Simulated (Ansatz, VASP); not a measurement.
One calculation of P, two programs

```xyz
2
Lattice="2.4247 0.0000 0.0000 0.0000 2.4385 0.0000 -0.0203 0.0000 4.8524" Properties=species:S:1:pos:R:3 pbc="T T T"
P     2.4196    0.0000    1.2159
P    -0.0152    0.0000    3.6365
```

Alike in both runs: task single point; functional PBE; k mesh 18 × 18 × 10; occupations fermi-dirac, width 0.2 eV; no spin polarisation.

```csv
,VASP,Ansatz
version,VASP 6.6.1,Ansatz 0.2.0
potentials or method,"VASP PAW PBE potentials, release 64 (P), cutoff 520 eV","scalar-relativistic, plane waves, PAW"
valence electrons in the cell,10,10
```

VASP gave:

```
gap on the k mesh at the Fermi level (eV)                     : none
pressure (GPa)                                                : 2.4
traceless stress, the component that is largest in VASP (GPa) : 0.88
rms of the force components (eV/Å)                            : 0.006
```

Task: Estimate Ansatz's values.

Result: gap on the k mesh at the Fermi level (eV): none; pressure (GPa): 2.7; traceless stress, the component that is largest in VASP (GPa): 0.89; rms of the force components (eV/Å): 0.006.

Atom by atom the forces differ by 0.001 eV/Å (rms over components). A gap of «none» marks a metal or a gap that the smearing closes.
